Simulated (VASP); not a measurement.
# C6N in VASP: further runs, part 2 of 2

VASP 6.6.1.

### 4 Single point, PBE+D3(BJ)

The input, INCAR:

```
  PREC = Accurate
  ENCUT = 520
  EDIFF = 1E-7
  ISMEAR = 0
  SIGMA = 0.05
  LREAL = F
  LASPH = T
  NELM = 80
  ALGO = Normal
  ISIF = 2
  LWAVE = F
  LCHARG = F
  LDIPOL = T
  IDIPOL = 3
  DIPOL = 0.5 0.5 0.307
  GGA = PE
  IVDW = 12
  NBANDS = 42
```

The input, KPOINTS:

```
regular mesh
0
Gamma
  6 8 1
```

The input, POSCAR:

```
C6N
1.0
    4.9292228550      0.0000000000      0.0000000000
    0.6166369006      3.5586578719      0.0000000000
    0.0000000000      0.0000000000     23.4976437319
C N
12 2
Direct
    0.3564276906      0.1499632937      0.1702298343
    0.8564276906      0.1499632937      0.1702298343
    0.0989390322      0.2099625304      0.1991270674
    0.5989390322      0.2099625304      0.1991270674
    0.0841110521      0.3299262058      0.2569047739
    0.5841110521      0.3299262058      0.2569047739
    0.3266667370      0.3895095889      0.2850339125
    0.8266667370      0.3895095889      0.2850339125
    0.3105178150      0.5194460093      0.3452144215
    0.8105178150      0.5194460093      0.3452144215
    0.0532190619      0.5779315754      0.3701496129
    0.5532190619      0.5779315754      0.3701496129
    0.3032190619      1.3279315754      0.5020777345
    0.3032190619      1.3279315754      0.5488909390
```

Command:

```bash
> cat potpaw_PBE.64/C/POTCAR potpaw_PBE.64/N/POTCAR > POTCAR
> mpirun -np 1 vasp_std > vasp.out
```

Wall time 21 min (1 thread of Oxide Virtual Turin-like, shared host); peak memory 0.64 GiB.

Results (log left out):

```
Free energy                : -115.8468 eV
Largest force              : 3.321 eV/Å
Band gap on the k mesh     : zero (bands 29 and 30 overlap by 0.07 eV)
Dispersion energy per atom : -0.106 eV
```

Forces on the atoms (eV/Å):
```
C    0.014  0.465  1.678
C    0.010  0.460  1.667
C   -0.019 -0.947 -3.183
C    0.002 -0.944 -3.178
C   -0.029  0.466  1.448
C    0.022  0.468  1.450
C   -0.004  0.013  0.044
C    0.001 -0.006  0.002
C   -0.001  0.044  0.128
C   -0.005 -0.030 -0.104
C   -0.089  0.012  0.032
C    0.092  0.004  0.061
N    0.007 -0.013 -2.161
N   -0.002  0.008  2.116
```

Levels at points of the mesh, in eV from the Fermi level:
| k point | band 26 | band 27 | band 28 | band 29 | band 30 | band 31 | band 32 | band 33 |
| --- | --- | --- | --- | --- | --- | --- | --- | --- |
| (0.00, 0.00, 0.00) | -1.50 | -0.52 | -0.40 | -0.34 | 0.55 | 0.94 | 1.36 | 2.42 |
| (0.50, 0.00, 0.00) | -1.43 | -1.43 | -0.15 | -0.12 | -0.04 | -0.01 | 3.08 | 3.08 |
| (0.00, 0.50, 0.00) | -2.38 | -0.46 | -0.26 | -0.20 | 0.22 | 0.59 | 0.78 | 2.19 |
| (0.50, 0.50, 0.00) | -1.87 | -1.87 | 0.02 | 0.02 | 0.13 | 0.14 | 2.85 | 2.85 |

Caveat: the standard files for N, O and F lose accuracy on very short bonds.

### 5 Single point, PBE+D3(BJ)

The input, INCAR:

```
PREC     = Accurate       # precision mode
ENCUT    = 520            # plane-wave cutoff, eV
EDIFF    = 1E-7           # SCF threshold, eV
ISMEAR   = 0              # smearing method
SIGMA    = 0.05           # smearing width, eV
LREAL    = F              # projectors in reciprocal space
LASPH    = T              # aspherical terms in the spheres
NELM     = 80             # most SCF steps
ALGO     = Normal         # electronic algorithm
ISIF     = 2              # what is computed and relaxed
LWAVE    = F              # write WAVECAR
LCHARG   = T              # write CHGCAR
LDIPOL   = T            
IDIPOL   = 3            
DIPOL    = 0.5 0.5 0.307
GGA      = PE             # functional
IVDW     = 12             # dispersion correction
LELF     = T              # ELF
LVHAR    = T            
LVACPOTAV= T            
NBANDS   = 42             # bands
```

The input, KPOINTS:

```
Automatic mesh
0
Gamma
  6 8 1
```

Edit POSCAR of step 4 so:

```diff
@@ -20,3 +20,3 @@
     0.5532190619      0.5779315754      0.3701496129
-    0.3032190619      1.3279315754      0.5020777345
-    0.3032190619      1.3279315754      0.5488909390
+    0.4282190619      1.0779315754      0.5020777345
+    0.4282190619      1.0779315754      0.5488909390
```

Potentials or basis: VASP PAW PBE potentials, release 64 (C, N).

Command:

```bash
> cat potpaw_PBE.64/C/POTCAR potpaw_PBE.64/N/POTCAR > POTCAR
> mpirun -np 1 vasp_std > vasp.out
```

OUTCAR:

```text
PREC = Accurate
   ENCUT = 520
   EDIFF = 1E-7
   ISMEAR = 0
   LREAL = F
   LASPH = T
   NELM = 80
   ISIF = 2
   GGA = PE
   IVDW = 12
 IVDW          = 12

 ion  position               nearest neighbor table
   1  0.356  0.150  0.170-   3 1.42   4 1.42
   2  0.856  0.150  0.170-   4 1.42   3 1.42
   3  0.099  0.210  0.199-   1 1.42   2 1.42   5 1.42
   4  0.599  0.210  0.199-   2 1.42   1 1.42   6 1.42
   5  0.084  0.330  0.257-   8 1.41   7 1.41   3 1.42
   6  0.584  0.330  0.257-   7 1.41   8 1.41   4 1.42
   7  0.327  0.390  0.285-   6 1.41   5 1.41   9 1.49
   8  0.827  0.390  0.285-   5 1.41   6 1.41  10 1.49
   9  0.311  0.519  0.345-  11 1.38  12 1.38   7 1.49
  10  0.811  0.519  0.345-  12 1.38  11 1.38   8 1.49
  11  0.053  0.578  0.370-   9 1.38  10 1.38
  12  0.553  0.578  0.370-  10 1.38   9 1.38
  13  0.428  0.078  0.502-  14 1.10
  14  0.428  0.078  0.549-  13 1.10

  LATTYP: Found a simple monoclinic cell.
 ALAT       =     3.6116875441
 B/A-ratio  =     6.5060012653
 C/A-ratio  =     1.3647977005
 COS(beta)  =    -0.1707337340

  Lattice vectors:

 A1 = (   0.6166369006,   3.5586578719,   0.0000000000)
 A2 = (   0.0000000000,   0.0000000000, -23.4976437319)
 A3 = (  -4.9292228550,   0.0000000000,   0.0000000000)

Analysis of symmetry for initial positions (statically):
=====================================================================
 Subroutine PRICEL returns:
 Original cell was already a primitive cell.

 Routine SETGRP: Setting up the symmetry group for a
 simple monoclinic supercell.

 Subroutine GETGRP returns: Found  1 space group operations
 (whereof  1 operations were pure point group operations)
 out of a pool of  4 trial point group operations.

The static configuration has the point symmetry C_1 .

Analysis of symmetry for dynamics (positions and initial velocities):
[... 177 lines left out ...]

 dipolmoment           0.000000      0.000000     -0.052886 electrons x Angstroem

 Free energy of the ion-electron system (eV)
  ---------------------------------------------------
  ext. energy  EPLUGINS =         0.00000000
  ---------------------------------------------------
  free energy    TOTEN  =      -114.36674922 eV

  energy without entropy =     -114.35021748  energy(sigma->0) =     -114.35848335

 E-fermi :  -3.3603     XC(G=0):  -4.1539

 val. band max:       -3.3648116216   @ k =   0.3333   0.0000   0.0000
 cond. band min:      -3.3537547750   @ k =  -0.3333   0.3750   0.0000
 fundamental gap:      0.0110568466
 Fermi energy:        -3.3602583015

 k-point     1 :       0.0000    0.0000    0.0000
  band No.  band energies     occupation
      1     -25.7524      2.00000
      2     -22.1562      2.00000
      3     -20.4143      2.00000
      4     -18.0239      2.00000
      5     -17.9320      2.00000
      6     -17.8767      2.00000
[... 1045 lines left out ...]
     40       5.1665      0.00000
     41       5.2011      0.00000

 [... further k-points ...]

 [bands above 41 left out]

------------------------ aborting loop because EDIFF is reached ----------------------------------------

 Edisp (eV)   -1.47858

 E8    (eV) :    -0.4328

  FORCE on cell =-STRESS in cart. coord.  units (eV):
  Direction    XX          YY          ZZ          XY          YZ          ZX
  --------------------------------------------------------------------------------------
  -------------------------------------------------------------------------------------
  Total      -0.36274    -0.16864     4.05813     0.06662     0.76150    -0.03695
  in kB      -1.41000    -0.65551    15.77421     0.25895     2.96001    -0.14362
  external pressure =        4.57 kB  Pullay stress =        0.00 kB

 VOLUME and BASIS-vectors are now :
 -----------------------------------------------------------------------------
  energy-cutoff  :      520.00
  volume of cell :      412.18
      direct lattice vectors                 reciprocal lattice vectors
     4.929222855  0.000000000  0.000000000     0.202871736 -0.035153196  0.000000000
     0.616636901  3.558657872  0.000000000     0.000000000  0.281004816  0.000000000
     0.000000000  0.000000000 23.497643732     0.000000000  0.000000000  0.042557459

 POSITION                                       TOTAL-FORCE (eV/Angst)
 -----------------------------------------------------------------------------------
      1.84938      0.53367      4.00000         0.006667      0.464622      1.675967
      4.31400      0.53367      4.00000         0.017358      0.460489      1.671581
      0.61716      0.74718      4.67902        -0.016136     -0.945228     -3.184394
      3.08177      0.74718      4.67902        -0.000783     -0.945590     -3.182335
      0.61805      1.17409      6.03666        -0.014621      0.467597      1.457042
      3.08266      1.17409      6.03666         0.007958      0.467588      1.445192
      1.85040      1.38613      6.69763         0.008244      0.000576      0.029404
      4.31501      1.38613      6.69763        -0.010301     -0.001299      0.011621
      1.85092      1.84853      8.11173        -0.007163      0.028220      0.053860
      4.31553      1.84853      8.11173         0.001553     -0.001096     -0.036816
      0.61870      2.05666      8.69764        -0.027279      0.021936      0.109436
      3.08331      2.05666      8.69764         0.041128     -0.025808     -0.004702
      2.15884      0.27733     11.79764        -0.009668      0.015215     -2.158150
      2.15884      0.27733     12.89764         0.003041     -0.007224      2.112294
 -----------------------------------------------------------------------------------
    total drift:                                0.000136     -0.000212     -0.000793

  FREE ENERGIE OF THE ION-ELECTRON SYSTEM (eV)
  ---------------------------------------------------
  free  energy   TOTEN  =      -115.8453317139 eV

  energy  without entropy=     -115.8287999740  energy(sigma->0) =     -115.83706584

 vacuum level on the upper side and lower side of the slab         2.951         3.497
```

OSZICAR:

```text
N       E                     dE             d eps       ncg     rms          rms(c)
DAV:   1     0.446664246644E+03    0.44666E+03   -0.23874E+04  2224   0.110E+03
DAV:   2    -0.550489337487E+02   -0.50171E+03   -0.48707E+03  3218   0.262E+02
DAV:   3    -0.119619835752E+03   -0.64571E+02   -0.63854E+02  2596   0.985E+01
[... 18 lines left out ...]
DAV:  22    -0.114366735099E+03   -0.19535E-04   -0.50179E-06  2394   0.320E-03    0.212E-03
DAV:  23    -0.114366745784E+03   -0.10686E-04   -0.63356E-07  2394   0.180E-03    0.745E-04
DAV:  24    -0.114366748568E+03   -0.27837E-05   -0.16508E-07  2066   0.104E-03    0.524E-04
DAV:  25    -0.114366749176E+03   -0.60795E-06   -0.94338E-08  1704   0.688E-04    0.545E-04
DAV:  26    -0.114366749216E+03   -0.40304E-07   -0.35756E-08  1702   0.382E-04
   1 F= -.11584533E+03 E0= -.11583707E+03  d E =-.165317E-01
```

stdout:

```text
POSCAR found type information on POSCAR C N
 POSCAR found :  2 types and      14 ions
 scaLAPACK will be used
 LDA part: xc-table for (Slater+PW92), standard interpolation
 POSCAR, INCAR and KPOINTS ok, starting setup
 FFT: planning ... GRIDC
 FFT: planning ... GRID_SOFT
 FFT: planning ... GRID
 WAVECAR not read
 entering main loop
 -----------------------------------------------------------------------------
|                                                                             |
|           W    W    AA    RRRRR   N    N  II  N    N   GGGG   !!!           |
|           W    W   A  A   R    R  NN   N  II  NN   N  G    G  !!!           |
|           W    W  A    A  R    R  N N  N  II  N N  N  G       !!!           |
|           W WW W  AAAAAA  RRRRR   N  N N  II  N  N N  G  GGG   !            |
|           WW  WW  A    A  R   R   N   NN  II  N   NN  G    G                |
|           W    W  A    A  R    R  N    N  II  N    N   GGGG   !!!           |
|                                                                             |
|     Did not find any points to average over, which means that no vacuum     |
|     field-free region was found. Please increase the size of  your cell     |
|     in the dimension of the dipole correction to obtain accurate            |
|     workfunction values.                                                    |
|                                                                             |
 -----------------------------------------------------------------------------
```

It took 22 min on 1 thread of Oxide Virtual Turin-like, shared host; peak memory 0.64 GiB.

Results:

| Item | Value |
| --- | --- |
| Free energy | -115.8453 eV |
| Largest force | 3.322 eV/Å |
| Band gap on the k mesh | zero (bands 29 and 30 overlap by 0.07 eV) |
| Dispersion energy per atom | -0.106 eV |

Forces in eV/Å, atoms in the order of the input:
```
C    0.007  0.465  1.676
C    0.017  0.460  1.672
C   -0.016 -0.945 -3.184
C   -0.001 -0.946 -3.182
C   -0.015  0.468  1.457
C    0.008  0.468  1.445
C    0.008  0.001  0.029
C   -0.010 -0.001  0.012
C   -0.007  0.028  0.054
C    0.002 -0.001 -0.037
C   -0.027  0.022  0.109
C    0.041 -0.026 -0.005
N   -0.010  0.015 -2.158
N    0.003 -0.007  2.112
```

Levels at points of the mesh, in eV from the Fermi level:
| k point | band 27 | band 28 | band 29 | band 30 | band 31 | band 32 |
| --- | --- | --- | --- | --- | --- | --- |
| (0.00, 0.00, 0.00) | -0.51 | -0.40 | -0.35 | 0.55 | 0.95 | 1.36 |
| (0.50, 0.00, 0.00) | -1.43 | -0.14 | -0.12 | -0.04 | -0.01 | 3.08 |
| (0.00, 0.50, 0.00) | -0.45 | -0.26 | -0.21 | 0.22 | 0.59 | 0.77 |
| (0.50, 0.50, 0.00) | -1.87 | 0.01 | 0.02 | 0.13 | 0.14 | 2.85 |

Caveat: the standard files for N, O and F lose accuracy on very short bonds.

### 6 Summary

| cell | gap on the mesh (eV) | largest force (eV/Å) |
| --- | --- | --- |
| as given, atomic positions A | none | 3.31 |
| as given, atomic positions B | none | 3.31 |
| as given, atomic positions C | none | 3.32 |
| as given, atomic positions D | none | 3.32 |

Alike in all rows: task single point; level PBE+D3(BJ); potentials or basis VASP PAW PBE potentials, release 64 (C, N); no spin polarisation; k mesh 6 × 8 × 1; cutoff (eV) 520; smearing gaussian 0.05 eV.

Caveats: the standard files for N, O and F lose accuracy on very short bonds.

Absolute energies hang on the potentials; compare differences alone.

The gap in the log of VASP goes by the Fermi energy; the results here count the filled bands.